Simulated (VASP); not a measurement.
SiC:

```
Si C
1.0
     3.07600    0.00000    0.00000
    -1.53800    2.66389    0.00000
     0.00000    0.00000    5.04800
Si C
2 2
Cartesian
  0.0000 1.7759 0.0000
  1.5380 0.8880 2.5240
  0.0000 1.7759 2.5240
  1.5380 0.8880 5.0480
```

```yaml
Program: VASP 6.6.1
Task: relaxation of cell and atoms
Functional: r2SCAN
Potentials_or_basis: VASP PAW PBE potentials, release 64 (Si, C)
Cutoff: 600 eV
k_mesh: 9 × 9 × 4
Occupations: gaussian, width 0.1 eV
Spin: no spin polarisation
```

At the start: pressure 10.2 GPa; volume 10.34 Å³/atom.

Q: How do energy, volume and symmetry change on relaxing?

A: Over 5 steps the energy falls by 14.9 meV/atom and the volume is 10.69 Å³/atom (+3.4 %); space group P6_3/mmc (No. 194, to 0.1 Å) before and after.

Step by step:
```
step  energy change (eV)  largest force (eV/Å)  pressure (GPa)  volume (Å³)
   1              0.0000                0.0000           10.18        41.36
   2              0.0939                0.0000          -14.30        45.40
   3             -0.0592                0.0000           -0.42        42.86
   4             -0.0592                0.0000           -0.22        42.83
   5             -0.0597                0.0000           -0.21        42.75
```

Final structure:
```
Si C
1.0
     3.12700    0.00000    0.00000
    -1.56350    2.70806    0.00000
     0.00000    0.00000    5.04861
Si C
2 2
Direct
  0.33333 0.66667 0.00000
  0.66667 0.33333 0.50000
  0.33333 0.66667 0.50000
  0.66667 0.33333 0.00000
```

Caveat: the PAW data sets were made with another functional, which shifts forces and pressure a little.
